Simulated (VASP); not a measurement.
A run of VASP 6.6.1 is set up as follows.

The input INCAR:

```
SYSTEM = ZrS2
PREC = Accurate
ENCUT = 500
EDIFF = 1E-6
ISMEAR = 0
SIGMA = 0.1
LREAL = .False.
LASPH = .True.
NELM = 120
ALGO = Normal
ISIF = 2
LWAVE = .False.
LCHARG = .False.
GGA = PS
NBANDS = 19
GGA_COMPAT = .False.
```

Contents of KPOINTS:

```
regular mesh
0
Gamma
  4 4 3
  0 0 0
```

Contents of POSCAR:

```
ZrS2
1.0
    3.6414639490      0.0000000000      0.0000000000
   -1.8207319745      3.1536002868      0.0000000000
    0.0000000000      0.0000000000      5.9593894677
Zr S
1 2
Direct
    0.0000000000      0.0000000000      0.0000000000
    0.6666666667      0.3333333333      0.7575509927
    0.3333333333      0.6666666667      0.2424490073
```

Potentials or basis: VASP PAW PBE potentials, release 64 (Zr_sv, S).

The run is started by

```console
$ cat potpaw_PBE.64/Zr_sv/POTCAR potpaw_PBE.64/S/POTCAR > POTCAR
$ mpirun -np 1 vasp_std > vasp.out
```

Question: Predict the pressure.

Answer: 0.1 GPa.

Question: Predict the largest force.

Answer: 0.018 eV/Å.

Stress tensor (GPa, compression positive):
```
 0.18  0.00  0.00
 0.00  0.18  0.00
 0.00  0.00 -0.20
```

Caveat: the k points lie up to 0.50 Å⁻¹ apart; the PAW data sets were made with another functional, which shifts forces and pressure a little; this functional lacks dispersion, which binds the layers, so the pressure and a relaxed spacing across them are unreliable.
